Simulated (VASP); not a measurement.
Write the native input for VASP 6.6.1 that does the following.

- Task: single point
- Functional: PBE
- Potentials or basis: VASP PAW PBE potentials, release 64 (Mg, H)
- Cutoff: 520 eV
- k mesh: 2 × 2 × 2
- Occupations: fermi-dirac, width 0.05 eV
- Spin: no spin polarisation
- Dipole correction: no
- Further INCAR settings: ALGO = Normal; EDIFF = 1e-06; NBANDS = 24

The structure of Mg12H (a cell with a defect) lies in POSCAR:

```
Mg12H
1.0
    6.4200000000      0.0000000000      0.0000000000
   -4.8150000000      8.3398250000      0.0000000000
    0.0000000000      0.0000000000      5.2130400000
Mg H
12 1
Direct
   -0.0611292830     -0.0302284520     -0.0391518193
    0.1493727529      0.2817804930      0.5316859261
    0.0316810814      0.3498634564     -0.0406288845
    0.1904608781      0.5930340265      0.4611129015
    0.0246431753      0.6730237145     -0.0638399092
    0.1996680294      0.9866394079      0.5272930958
    0.5217340134      0.0177221944      0.0399958565
    0.7083702341      0.2370793152      0.4468985467
    0.5649010924      0.3550913838     -0.0099174378
    0.6657515826      0.5943769803      0.4274281417
    0.5145157778      0.6917531243     -0.0781501772
    0.6869988194      0.9332569928      0.4310920308
    0.4852027980      0.7012257451      0.4987684729
```

These files were run (other wordings do the same):

INCAR

```
PREC = Accurate
ENCUT = 520
EDIFF = 1E-6
ISMEAR = -1
SIGMA = 0.05
LREAL = False
LASPH = True
NELM = 80
ALGO = Normal
ISIF = 2
LWAVE = False
LCHARG = False
GGA = PE
NBANDS = 24
```

KPOINTS

```
regular mesh
0
Gamma
  2 2 2
```

Potentials or basis: VASP PAW PBE potentials, release 64 (Mg, H).

Run with:

```bash
$ cat potpaw_PBE.64/Mg/POTCAR potpaw_PBE.64/H/POTCAR > POTCAR
$ mpirun -np 1 vasp_std > vasp.out
```

It gave:

```
Pressure      : 3.3 GPa
Largest force : 2.230 eV/Å
```

Caveat: the k points lie up to 0.60 Å⁻¹ apart.

Wall time 73 s on 1 thread of Intel Xeon 6975P-C (shared host), peak memory 0.36 GiB.
